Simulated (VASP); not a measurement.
Here is a VASP 6.6.1 calculation.

Contents of INCAR:

```
SYSTEM = HfC
  PREC = Accurate
  ENCUT = 520
  EDIFF = 1E-6
  ISMEAR = -1
  SIGMA = 0.15
  LREAL = .FALSE.
  LASPH = .TRUE.
  NELM = 100
  ALGO = Normal
  ISIF = 2
  LWAVE = .FALSE.
  LCHARG = .FALSE.
  GGA = PE
  NBANDS = 14
```

The input KPOINTS:

```
regular mesh
0
G
  11 11 11
  0 0 0
```

POSCAR

```
HfC
1.0
    0.0000000000      2.3250000000      2.3250000000
    2.3250000000      0.0000000000      2.3250000000
    2.3250000000      2.3250000000      0.0000000000
Hf C
1 1
Direct
    0.5000000000      0.5000000000      0.5000000000
    0.0000000000      0.0000000000      0.0000000000
```

Potentials or basis: VASP PAW PBE potentials, release 64 (Hf_pv, C).

The run is started by

```console
$ cat potpaw_PBE.64/Hf_pv/POTCAR potpaw_PBE.64/C/POTCAR > POTCAR
$ mpirun -np 1 vasp_std > vasp.out
```

Question: What does it give for the band gap on the k mesh?

Answer: Zero (band 7 reaches 6.95 eV, above the bottom of band 8 at 5.53 eV).

Question: Estimate the pressure.

Answer: -0.4 GPa.

Caveat: spin-orbit coupling is left out, which moves the levels of the heavy elements.
